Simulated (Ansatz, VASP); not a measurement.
## Zn: VASP beside Ansatz

The input INCAR:

```
PREC = Accurate ; ENCUT = 520
EDIFF = 1E-7 ; ISMEAR = 0
SIGMA = 0.15 ; LREAL = F
LASPH = T ; NELM = 60
ALGO = Fast ; ISIF = 2
LWAVE = F ; LCHARG = F
NBANDS = 12
```

File KPOINTS:

```
regular mesh
0
Gamma
  22 22 22
```

The input POSCAR:

```
Zn
1.0
   -0.9157612698      1.5968451043      1.5968451043
    1.5968451043     -0.9157612698      1.5968451043
    1.5968451043      1.5968451043     -0.9157612698
Zn
1
Direct
    0.0000000000      0.0000000000      0.0000000000
```

Input for Ansatz:

```yaml
crystal:
  lattice:
    - [-0.9157612698, 1.5968451043, 1.5968451043]
    - [1.5968451043, -0.9157612698, 1.5968451043]
    - [1.5968451043, 1.5968451043, -0.9157612698]
  atoms:
    - { symbol: Zn, position: [0.0, 0.0, 0.0] }
basis:
  ecutwfc: 520.0
kpoints:
  mp_grid: { grid: [22, 22, 22] }
hamiltonian:
  xc: lda
  pseudopotentials: { kind: paw }
scf:
  occupations: { method: gaussian, width: 0.15 }
output:
  forces: true
  stress: true
  eigenvalues: true
```

Alike in both runs: task single point; functional LDA; k mesh 22 × 22 × 22; occupations gaussian, width 0.15 eV; no spin polarisation.

```csv
,VASP,Ansatz
version,VASP 6.6.1,Ansatz 0.2.0
potentials or method,"VASP PAW LDA potentials, release 64 (Zn), cutoff 520 eV","scalar-relativistic, plane waves, PAW"
valence electrons in the cell,12,12
```

```csv
,VASP,Ansatz,Ansatz less VASP
gap on the k mesh at the Fermi level (eV),none,none,-
pressure (GPa),10.6,9.7,-0.90
"traceless stress, the component that is largest in VASP (GPa)",-1.64,-1.59,+0.048
```

LDA's correlation is that of Perdew and Zunger in VASP and of Perdew and Wang (1992) in Ansatz. A gap of «none» marks a metal or a gap that the smearing closes.
